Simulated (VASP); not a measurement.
Runs of VASP 6.6.1 on WSe2. The structure is that of space group P-6m2 (No. 187), or close to it. The cells are those of the table. 

```tsv
cell	cutoff (eV)	gap on the mesh (eV)	largest force (eV/Å)
a = 3.334, b = 3.334, c = 16.660 Å, angles 90.0, 90.0, 120.0°, 3 atoms	500	1.47	(a)
a = 3.291, b = 3.291, c = 16.660 Å, angles 90.0, 90.0, 120.0°, 3 atoms	500	1.61	(b)
a = 3.377, b = 3.377, c = 16.660 Å, angles 90.0, 90.0, 120.0°, 3 atoms	500	1.36	0.72
a = 3.117, b = 3.117, c = 16.660 Å, angles 90.0, 90.0, 120.0°, 3 atoms	520	1.73	1.91
```

Alike in all rows: task single point; level LDA; potentials or basis VASP PAW LDA potentials, release 64 (W_sv, Se); no spin polarisation; k mesh 9 × 9 × 2; smearing gaussian 0.05 eV.

Problem. Fill in the values left out.

Solution. (a) 0.47; (b) 2.15.

Caveats: spin-orbit coupling is left out, which moves the levels of the heavy elements.

A k mesh can miss the band edges, and the runs leave out spin-orbit coupling on Se, W.
